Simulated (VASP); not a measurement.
# SnO2 (Pm) in VASP: notebook, part 2 of 2

VASP 6.6.1. The steps go on from the part before.

**4. Single point, PBE (atom 1 (Sn) moved -0.050 Å along Cartesian [0 1 0])**

Input file INCAR:

```
SYSTEM = SnO2
  PREC = Accurate
  ENCUT = 520
  EDIFF = 1E-7
  ISMEAR = 0
  SIGMA = 0.05
  LREAL = .False.
  LASPH = .True.
  NELM = 100
  ALGO = Normal
  ISIF = 2
  LWAVE = .False.
  LCHARG = .False.
  GGA = PE
  NBANDS = 35
```

Input file KPOINTS:

```
regular mesh
0
Gamma
  6 6 8
  0 0 0
```

Input file POSCAR:

```
SnO2
1.0
    4.8265176357      0.0000000000      0.0000000000
    0.0000000000      4.8283676035      0.0000000000
    0.0000000000      0.0000000000      3.2381666599
Sn O
2 4
Direct
    0.5000000000      0.4896445333      0.5000000000
    0.0000000000      0.0000000000      0.0000000000
    0.3064962475      0.3066616298      0.0000000000
    0.8064962475      0.1933383702      0.5000000000
    0.1935037525      0.8066616298      0.5000000000
    0.6935037525      0.6933383702      0.0000000000
```

Potentials or basis: VASP PAW PBE potentials, release 64 (Sn_d, O).

The run is started by

```bash
$ cat potpaw_PBE.64/Sn_d/POTCAR potpaw_PBE.64/O/POTCAR > POTCAR
$ mpirun -np 1 vasp_std > vasp.out
```

OUTCAR:

```text
SYSTEM = SnO2
   PREC = Accurate
   ENCUT = 520
   EDIFF = 1E-7
   ISMEAR = 0
   LREAL = .False.
   LASPH = .True.
   NELM = 100
   ISIF = 2
   GGA = PE

 ion  position               nearest neighbor table
   1  0.500  0.490  0.500-   4 2.06   3 2.07   3 2.07   6 2.11   6 2.11   5 2.13   2 3.75   2 3.75
                             2 3.75   2 3.75
   2  0.000  0.000  0.000-   4 2.09   5 2.09   4 2.09   5 2.09   3 2.09   6 2.09   1 3.75   1 3.75
                             1 3.75   1 3.75
   3  0.306  0.307  0.000-   1 2.07   1 2.07   2 2.09
   4  0.806  0.193  0.500-   1 2.06   2 2.09   2 2.09
   5  0.194  0.807  0.500-   2 2.09   2 2.09   1 2.13
   6  0.694  0.693  0.000-   2 2.09   1 2.11   1 2.11

  LATTYP: Found a simple orthorhombic cell.
 ALAT       =     3.2381666599
 B/A-ratio  =     1.4905093353
 C/A-ratio  =     1.4910806362

  Lattice vectors:

 A1 = (   0.0000000000,   0.0000000000,   3.2381666599)
 A2 = (   4.8265176357,   0.0000000000,   0.0000000000)
 A3 = (   0.0000000000,   4.8283676035,   0.0000000000)

Analysis of symmetry for initial positions (statically):
=====================================================================
[... 185 lines left out ...]
 fundamental gap:      0.6431768003
 Fermi energy:         5.7868435428

 k-point     1 :       0.0000    0.0000    0.0000
  band No.  band energies     occupation
      1     -15.5138      2.00000
      2     -14.8456      2.00000
      3     -14.6501      2.00000
      4     -14.6248      2.00000
      5     -14.6200      2.00000
      6     -14.5585      2.00000
[... 901 lines left out ...]
     34      17.6101      0.00000
     35      17.7793      0.00000

 [... further k-points ...]

------------------------ aborting loop because EDIFF is reached ----------------------------------------

  FORCE on cell =-STRESS in cart. coord.  units (eV):
  Direction    XX          YY          ZZ          XY          YZ          ZX
  --------------------------------------------------------------------------------------
  -------------------------------------------------------------------------------------
  Total        0.3594268      0.2351646      0.4492650     -0.0640579      0.0000000      0.0000000
  in kB        7.6311090      4.9928568      9.5384925     -1.3600342      0.0000000      0.0000000
  external PRESSURE =       7.3874861 kB  Pullay stress =       0.0000000 kB

 VOLUME and BASIS-vectors are now :
 -----------------------------------------------------------------------------
  energy-cutoff  :      520.00
  volume of cell :       75.46
      direct lattice vectors                 reciprocal lattice vectors
     4.826517636  0.000000000  0.000000000     0.207188718  0.000000000  0.000000000
     0.000000000  4.828367604  0.000000000     0.000000000  0.207109334  0.000000000
     0.000000000  0.000000000  3.238166660     0.000000000  0.000000000  0.308816718

 POSITION                                       TOTAL-FORCE (eV/Angst)
 -----------------------------------------------------------------------------------
      2.41326      2.36418      1.61908         0.075322      1.065213      0.000000
      0.00000      0.00000      0.00000         0.000161     -0.438340      0.000000
      1.47931      1.48068      0.00000        -0.199038     -0.227622      0.000000
      3.89257      0.93351      1.61908         0.149258     -0.108468      0.000000
      0.93395      3.89486      1.61908         0.129800     -0.091205      0.000000
      3.34721      3.34769      0.00000        -0.155503     -0.199577      0.000000
 -----------------------------------------------------------------------------------
    total drift:                                0.000026     -0.000381      0.000003

  FREE ENERGIE OF THE ION-ELECTRON SYSTEM (eV)
  ---------------------------------------------------
  free  energy   TOTEN  =       -37.2843435496 eV

  energy  without entropy=      -37.2843435496  energy(sigma->0) =      -37.28434355
```

stdout:

```text
POSCAR found type information on POSCAR SnO
 POSCAR found :  2 types and       6 ions
 scaLAPACK will be used
 LDA part: xc-table for (Slater+PW92), standard interpolation
 POSCAR, INCAR and KPOINTS ok, starting setup
 FFT: planning ... GRIDC
 FFT: planning ... GRID_SOFT
 FFT: planning ... GRID
 WAVECAR not read
 entering main loop
```

Wall time 2 min (1 thread of Intel Xeon Platinum 8488C (Sapphire Rapids), shared host); peak memory 0.32 GiB.

Results:

| Quantity | Value |
| --- | --- |
| Free energy | -37.2843 eV |
| Pressure | 0.7 GPa |
| Largest force | 1.068 eV/Å |
| Band gap on the k mesh | 0.64 eV |

Forces in eV/Å, atoms in the order of the input:
```
Sn   0.075  1.065  0.000
Sn   0.000 -0.438  0.000
O   -0.199 -0.228  0.000
O    0.149 -0.108  0.000
O    0.130 -0.091  0.000
O   -0.156 -0.200  0.000
```

Levels at points of the mesh, in eV from the valence-band top:
| k point | band 24 | band 25 | band 26 | band 27 | band 28 | band 29 |
| --- | --- | --- | --- | --- | --- | --- |
| (0.00, 0.00, 0.00) | -0.79 | -0.76 | 0.00 | 0.64 | 5.63 | 6.04 |
| (0.50, 0.00, 0.00) | -1.19 | -0.65 | -0.60 | 3.84 | 3.86 | 6.77 |
| (0.00, 0.50, 0.00) | -1.12 | -0.78 | -0.48 | 3.84 | 3.87 | 6.74 |
| (0.50, 0.50, 0.00) | -1.32 | -0.87 | -0.86 | 4.24 | 4.24 | 7.12 |
| (0.00, 0.00, 0.50) | -1.59 | -1.17 | -1.15 | 5.56 | 5.56 | 9.31 |
| (0.50, 0.00, 0.50) | -1.07 | -0.73 | -0.72 | 5.82 | 5.82 | 7.58 |
| (0.00, 0.50, 0.50) | -1.03 | -0.77 | -0.75 | 5.82 | 5.82 | 7.58 |
| (0.50, 0.50, 0.50) | -0.99 | -0.75 | -0.71 | 4.32 | 4.32 | 8.58 |

Caveat: the cell differs from its parent crystal (atom 1 (Sn) moved -0.050 Å along Cartesian [0 1 0]); semilocal functionals underestimate gaps, and a narrow one can read as zero; spin-orbit coupling is left out, which moves the levels of the heavy elements; forces of over 1 eV/Å act on the atoms, so gaps and moduli don't describe the material at rest.

**5. Summary**

| cell | gap on the mesh (eV) | pressure (GPa) | largest force (eV/Å) |
| --- | --- | --- | --- |
| as given, atomic positions A | 0.57 | 1.1 | 2.13 |
| as given, atomic positions B | 0.61 | 0.9 | 1.60 |
| as given, atomic positions C | 0.64 | 0.7 | 1.07 |

Alike in all rows: task single point; level PBE; potentials or basis VASP PAW PBE potentials, release 64 (Sn_d, O); no spin polarisation; k mesh 6 × 6 × 8; cutoff (eV) 520; smearing gaussian 0.05 eV.

Caveats: semilocal functionals underestimate gaps, and a narrow one can read as zero; spin-orbit coupling is left out, which moves the levels of the heavy elements; forces of over 1 eV/Å act on the atoms, so gaps and moduli don't describe the material at rest.

Absolute energies hang on the potentials; compare differences alone.
